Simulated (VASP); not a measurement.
Al, 1 atom in the cell. Symmetry: Fm-3m, No. 225, cubic system. Conventional cell: a = 3.461 Å, b = 3.461 Å, c = 3.461 Å, α = 90.00°, β = 90.00°, γ = 90.00°. Within 3.2 Å of Al (site symmetry m-3m) lie 12 Al at 2.45 Å.  This cell differs from its parent crystal: volume scaled by 0.64.

* Program: VASP 6.6.1
* Task: single point
* Functional: PBEsol
* Potentials or basis: VASP PAW PBE potentials, release 64 (Al)
* Cutoff: 520 eV
* k mesh: 18 × 18 × 18
* Occupations: fermi-dirac, width 0.08 eV
* Spin: no spin polarisation
* Dipole correction: no
* Further INCAR settings: ALGO = Normal; EDIFF = 1e-07; NBANDS = 8

Potentials or basis: VASP PAW PBE potentials, release 64 (Al).

Command:

```console
$ cat potpaw_PBE.64/Al/POTCAR > POTCAR
$ mpirun -np 1 vasp_std > vasp.out
```

Hardware: 1 thread of AMD EPYC 7R13 (shared host).

How long does it take, and how much memory?

Wall time 21 s on 1 thread of AMD EPYC 7R13, on a shared host, peak memory 0.09 GiB. Counts: scf iterations 11, k points 195.
